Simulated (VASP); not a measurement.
# Rh (Fm-3m) in VASP: further runs

The runs below take Rh through relaxation of cell and atoms, single point, with PBE.

All numbers are computed with VASP 6.6.1; they aren't measurements. Logs are shortened: lines on timing, memory, paths and dates and some standing lists are left out, and cuts for length are marked.

### 1 The cell of the first run

It takes space group Fm-3m (No. 225, cubic). Conventional cell: a = 3.803 Å, b = 3.803 Å, c = 3.803 Å, α = 90.00°, β = 90.00°, γ = 90.00°. Rh (site symmetry m-3m) has 12 Rh at 2.69 Å within 3.5 Å.

### 2 Relaxation of cell and atoms, PBE

Contents of INCAR:

```
PREC = Accurate ; ENCUT = 600
EDIFF = 1E-6 ; ISMEAR = -1
SIGMA = 0.1 ; LREAL = F
LASPH = T ; NELM = 100
ALGO = Normal ; ISIF = 3
LWAVE = F ; LCHARG = F
GGA = PE ; IBRION = 2
NSW = 80 ; EDIFFG = -0.01
```

Contents of KPOINTS:

```
Automatic mesh
0
Gamma
  14 14 14
```

Contents of POSCAR:

```
Rh
1.0
    0.0000000000      1.9015500000      1.9015500000
    1.9015500000      0.0000000000      1.9015500000
    1.9015500000      1.9015500000      0.0000000000
Rh
1
Direct
    0.0000000000      0.0000000000      0.0000000000
```

Potentials or basis: VASP PAW PBE potentials, release 64 (Rh_pv).

Run with:

```
> cat potpaw_PBE.64/Rh_pv/POTCAR > POTCAR
> mpirun -np 1 vasp_std > vasp.out
```

OUTCAR:

```text
PREC = Accurate
   ENCUT = 600
   EDIFF = 1E-6
   ISMEAR = -1
   LREAL = F
   LASPH = T
   NELM = 100
   ISIF = 3
   GGA = PE
   IBRION = 2
   NSW = 80
   EDIFFG = -0.01

 ion  position               nearest neighbor table
   1  0.000  0.000  0.000-

  LATTYP: Found a face centered cubic cell.
 ALAT       =     3.8031000000

  Lattice vectors:

 A1 = (   0.0000000000,   1.9015500000,   1.9015500000)
 A2 = (   1.9015500000,   0.0000000000,   1.9015500000)
 A3 = (   1.9015500000,   1.9015500000,   0.0000000000)

Analysis of symmetry for initial positions (statically):
=====================================================================
 Subroutine PRICEL returns:
 Original cell was already a primitive cell.

 Routine SETGRP: Setting up the symmetry group for a
 face centered cubic supercell.

 Subroutine GETGRP returns: Found 48 space group operations
 (whereof 48 operations were pure point group operations)
 out of a pool of 48 trial point group operations.

The static configuration has the point symmetry O_h .

Analysis of symmetry for dynamics (positions and initial velocities):
=====================================================================
 Subroutine PRICEL returns:
 Original cell was already a primitive cell.

 Routine SETGRP: Setting up the symmetry group for a
 face centered cubic supercell.

 Subroutine GETGRP returns: Found 48 space group operations
 (whereof 48 operations were pure point group operations)
 out of a pool of 48 trial point group operations.

The dynamic configuration has the point symmetry O_h .

 Subroutine INISYM returns: Found 48 space group operations
 (whereof 48 operations are pure point group operations),
 and found     1 'primitive' translations

----------------------------------------------------------------------------------------

                                     Primitive cell

  volume of cell :      13.7516

  direct lattice vectors                    reciprocal lattice vectors
     0.000000000  1.901550000  1.901550000    -0.262943388  0.262943388  0.262943388
     1.901550000  0.000000000  1.901550000     0.262943388 -0.262943388  0.262943388
     1.901550000  1.901550000  0.000000000     0.262943388  0.262943388 -0.262943388

  length of vectors
     2.689197800  2.689197800  2.689197800     0.455431308  0.455431308  0.455431308

  position of ions in fractional coordinates (direct lattice)
     0.000000000  0.000000000  0.000000000

  ion indices of the primitive-cell ions
   primitive index   ion index
[... 87 lines left out ...]
   EFERMI =   0.00;   METHOD = LEGACY
   ISMEAR =    -1;   SIGMA  =   0.10  broadening in eV -4-tet -1-fermi 0-gaus
   EFERMI_NEDOS =   21; number of points for ismear=-14 and -15
   IALGO  =     38    algorithm
   IMIX   =      4    mixing-type and parameters
     AMIX     =   0.40;   BMIX     =  1.00
     AMIX_MAG =   1.60;   BMIX_MAG =  1.00
  volume/ion in A,a.u.               =      13.75        92.80
  Fermi-wavevector in a.u.,A,eV,Ry     =   1.685211  3.184586 38.639656  2.839935
  Thomas-Fermi vector in A             =   2.768095
   LORBIT       =      0    0 simple, 1 ext, 2 COOP (PROOUT), +10 PAW based schemes
   GGA     = PE    functional components
   LHFCALC =     F    Hartree Fock is set to
   AEXX    =    0.0000 exact exchange contribution
   IVDW    =     0    specifies the selected vdW correction
   LEPSILON=     F    determine dielectric tensor
   LRPA    =     F    only Hartree local field effects (RPA)
 conjugate gradient relaxation of ions
 non-spin polarized calculation
  energy-cutoff  :      600.00
  volume of cell :       13.75
 maximum number of plane-waves:       471
 NGX is ok and might be reduce to    24
   NGX = 11   NGY = 11   NGZ = 11

--------------------------------------- Ionic step        1  -------------------------------------------

 number of electron      15.0000002 magnetization

 Free energy of the ion-electron system (eV)
  ---------------------------------------------------
  ext. energy  EPLUGINS =         0.00000000
  ---------------------------------------------------
  free energy    TOTEN  =        -7.27416600 eV

  energy without entropy =       -7.23116978  energy(sigma->0) =       -7.25266789

------------------------ aborting loop because EDIFF is reached ----------------------------------------

  FORCE on cell =-STRESS in cart. coord.  units (eV):
  Direction    XX          YY          ZZ          XY          YZ          ZX
  --------------------------------------------------------------------------------------
  -------------------------------------------------------------------------------------
  Total        0.5197536      0.5197536      0.5197536      0.0000000      0.0000000      0.0000000
  in kB       60.5556730     60.5556730     60.5556730      0.0000000      0.0000000      0.0000000
  external PRESSURE =      60.5556730 kB  Pullay stress =       0.0000000 kB
[... 57 lines left out ...]
--------------------------------------- Ionic step        3  -------------------------------------------

 number of electron      15.0000000 magnetization

 Free energy of the ion-electron system (eV)
  ---------------------------------------------------
  ext. energy  EPLUGINS =         0.00000000
  ---------------------------------------------------
  free energy    TOTEN  =        -7.27990510 eV

  energy without entropy =       -7.23492474  energy(sigma->0) =       -7.25741492

 E-fermi :  11.4820     XC(G=0): -13.8814

 val. band max:       11.4540286587   @ k =  -0.2857   0.3571   0.0714
 cond. band min:      11.4859308404   @ k =   0.3571   0.0714   0.0000
 fundamental gap:      0.0319021818
 Fermi energy:        11.4820020596

 k-point     1 :       0.0000    0.0000    0.0000
  band No.  band energies     occupation
      1     -34.8429      2.00000
      2     -34.8429      2.00000
      3     -34.8429      2.00000
      4       3.6960      2.00000
      5       8.5232      2.00000
      6       8.5232      2.00000
      7       8.5232      2.00000
      8      10.5342      1.99985
      9      10.5342      1.99985
     10      27.4953      0.00000
     11      32.1092      0.00000
[... 309 lines left out ...]
 k-point    24 :       0.2857    0.1429    0.0000
  band No.  band energies     occupation
      1     -35.1816      2.00000
      2     -34.9372      2.00000
      3     -34.9298      2.00000
      4       5.9221      2.00000
      5       7.5464      2.00000
      6       8.8607      2.00000
      7       9.3998      2.00000
      8      10.6124      1.99967
      9      11.2345      1.84470
     10      27.2670      0.00000
     11      29.7649      0.00000

 [... further k-points ...]
[... 5 lines left out ...]
  --------------------------------------------------------------------------------------
  -------------------------------------------------------------------------------------
  Total       -0.0050129     -0.0050129     -0.0050129     -0.0000000      0.0000000      0.0000000
  in kB       -0.5708419     -0.5708419     -0.5708419     -0.0000000      0.0000000      0.0000000
  external PRESSURE =      -0.5708419 kB  Pullay stress =       0.0000000 kB
[... 16 lines left out ...]
  FREE ENERGIE OF THE ION-ELECTRON SYSTEM (eV)
  ---------------------------------------------------
  free  energy   TOTEN  =        -7.2799051035 eV

  energy  without entropy=       -7.2349247384  energy(sigma->0) =       -7.25741492

 reached required accuracy - stopping structural energy minimisation
```

OSZICAR:

```text
N       E                     dE             d eps       ncg     rms          rms(c)
DAV:   1     0.123218690885E+03    0.12322E+03   -0.10144E+04  2288   0.163E+03
DAV:   2    -0.619489260304E+01   -0.12941E+03   -0.12417E+03  2369   0.408E+02
DAV:   3    -0.775912252676E+01   -0.15642E+01   -0.15558E+01  2651   0.508E+01
[... 21 lines left out ...]
DAV:   3    -0.727784931826E+01    0.57738E-02   -0.24660E-02  2450   0.210E+00    0.678E-01
DAV:   4    -0.727976400213E+01   -0.19147E-02   -0.53209E-03  2414   0.103E+00    0.988E-02
DAV:   5    -0.727994643952E+01   -0.18244E-03   -0.17850E-04  2606   0.189E-01    0.279E-02
DAV:   6    -0.727990530802E+01    0.41131E-04   -0.10183E-05  2417   0.474E-02    0.283E-03
DAV:   7    -0.727990510348E+01    0.20454E-06   -0.22883E-07  1438   0.719E-03
   3 F= -.72799051E+01 E0= -.72574149E+01  d E =-.573910E-02
```

Wall time 25 s (1 thread of Intel Xeon Platinum 8375C at 2.90GHz (Ice Lake), shared host); peak memory 0.16 GiB.

Results:

| Property | Result |
| --- | --- |
| Free energy | -7.2799 eV |
| Relaxed volume | 14.07 Å³/atom |
| Relaxed cell | a = 2.710 Å, b = 2.710 Å, c = 2.710 Å, α = 60.00°, β = 60.00°, γ = 60.00° |
| Space group after relaxing (to 0.05 Å) | Fm-3m (No. 225) |
| Energy gained by relaxing | 5.7 meV/atom |
| Ionic steps | 3 |
| Pressure after relaxing | -0.1 GPa |

Step by step:
```
step  energy change (eV)  largest force (eV/Å)  pressure (GPa)  volume (Å³)
   1              0.0000                0.0000            6.06        13.75
   2              0.0227                0.0000          -11.55        14.81
   3             -0.0057                0.0000           -0.06        14.07
```

Final structure:
```xyz
1
Lattice="0.0000 1.9161 1.9161 1.9161 0.0000 1.9161 1.9161 1.9161 0.0000" Properties=species:S:1:pos:R:3 pbc="T T T"
Rh    0.0000    0.0000    0.0000
```

### 3 Single point, PBE

This run uses another cell than the first one, of 14.07 Å³/atom, 1.023 times its volume.

Contents of INCAR:

```
ALGO = Normal ; EDIFF = 1E-7
ENCUT = 520 ; GGA = PE
ISIF = 2 ; ISMEAR = -1
LASPH = True ; LCHARG = False
LREAL = False ; LWAVE = False
NBANDS = 14 ; NELM = 80
PREC = Accurate ; SIGMA = 0.6
```

Contents of KPOINTS:

```
k-points
0
Gamma
  14 14 14
```

Contents of POSCAR:

```
Rh
1.0
    0.0000000000      1.9160595532      1.9160595532
    1.9160595532      0.0000000000      1.9160595532
    1.9160595532      1.9160595532      0.0000000000
Rh
1
Direct
    0.0000000000      0.0000000000      0.0000000000
```

Potentials or basis: VASP PAW PBE potentials, release 64 (Rh_pv).

Run with:

```
> cat potpaw_PBE.64/Rh_pv/POTCAR > POTCAR
> mpirun -np 1 vasp_std > vasp.out
```

Wall time 28 s (1 thread of Intel Xeon 8259CL, shared host); peak memory 0.14 GiB.

The run converged. Its results:

```yaml
Free_energy: -8.0367 eV
Pressure: 11.6 GPa
```

Levels at points of the mesh, in eV from the Fermi level:
```tsv
k point	band 5	band 6	band 7	band 8	band 9	band 10
(0.00, 0.00, 0.00)	-3.00	-3.00	-3.00	-0.99	-0.99	15.92
(0.50, 0.00, 0.00)	-3.08	-3.08	0.53	0.53	0.66	8.36
(0.50, 0.50, 0.00)	-5.78	0.49	0.94	0.94	3.16	11.92
```

### 4 Single point, PBE

This run uses another cell than the first one, of 14.07 Å³/atom, 1.023 times its volume.

Contents of INCAR:

```
SYSTEM = Rh
PREC = Accurate
ENCUT = 520
EDIFF = 1E-6
ISMEAR = -1
SIGMA = 1.0
LREAL = .False.
LASPH = .True.
NELM = 60
ALGO = Normal
ISIF = 2
LWAVE = .False.
LCHARG = .False.
GGA = PE
NBANDS = 14
```

Contents of KPOINTS:

```
Automatic mesh
0
Gamma
  14 14 14
  0 0 0
```

POSCAR is that of step 3.

Run with:

```
> cat potpaw_PBE.64/Rh_pv/POTCAR > POTCAR
> mpirun -np 1 vasp_std > vasp.out
```

It took 26 s on 1 thread of Intel Xeon 8259CL, shared host; peak memory 0.14 GiB.

Results (log left out):

| Quantity | Value |
| --- | --- |
| Free energy | -9.1952 eV |
| Pressure | 25.1 GPa |

Levels at points of the mesh, in eV from the Fermi level:
```csv
k point,band 5,band 6,band 7,band 8,band 9,band 10,band 11,band 12
"(0.00, 0.00, 0.00)",-3.24,-3.24,-3.24,-1.24,-1.24,15.63,20.50,20.93
"(0.50, 0.00, 0.00)",-3.33,-3.33,0.29,0.29,0.37,8.11,15.10,20.50
"(0.50, 0.50, 0.00)",-6.04,0.25,0.71,0.71,2.87,11.66,12.81,12.81
```

### 5 Single point, PBE

This run uses another cell than the first one, of 14.07 Å³/atom, 1.023 times its volume.

Contents of INCAR:

```
ALGO = Normal
EDIFF = 1E-7
ENCUT = 520
GGA = PE
ISIF = 2
ISMEAR = 0
LASPH = True
LCHARG = False
LREAL = False
LWAVE = False
NBANDS = 14
NELM = 80
PREC = Accurate
SIGMA = 0.01
```

Contents of KPOINTS:

```
k-points
0
Gamma
  14 14 14
```

POSCAR is that of step 4.

Run with:

```
> cat potpaw_PBE.64/Rh_pv/POTCAR > POTCAR
> mpirun -np 1 vasp_std > vasp.out
```

Wall time 30 s (1 thread of Intel Xeon 8259CL, shared host); peak memory 0.14 GiB.

The run converged. Its results:

* Free energy: -7.2584 eV
* Pressure: -0.3 GPa

Levels at points of the mesh, in eV from the Fermi level:
```
           k point  band 5  band 6  band 7  band 8  band 9  band 10
(0.00, 0.00, 0.00)   -2.92   -2.92   -2.92   -0.91   -0.91    16.05
(0.50, 0.00, 0.00)   -3.00   -3.00    0.59    0.59    0.79     8.45
(0.50, 0.50, 0.00)   -5.70    0.56    0.99    0.99    3.27    12.03
```

### 6 Overview

```tsv
task	cell	cutoff (eV)	smearing	gap on the mesh (eV)	pressure (GPa)
relaxation of cell and atoms	relaxed from a = 2.689 Å, angles 60.0°, 1 atom	600	fermi-dirac 0.1 eV	none	-0.1
single point	a = 2.710 Å, angles 60.0°, 1 atom	520	fermi-dirac 0.6 eV	none	11.6
single point	a = 2.710 Å, angles 60.0°, 1 atom	520	fermi-dirac 1 eV	none	25.1
single point	a = 2.710 Å, angles 60.0°, 1 atom	520	gaussian 0.01 eV	none	-0.3
```

Alike in all rows: level PBE; potentials or basis VASP PAW PBE potentials, release 64 (Rh_pv); no spin polarisation; k mesh 14 × 14 × 14.

Total energies depend on the potentials used, so only differences within one code and one set of settings carry meaning.
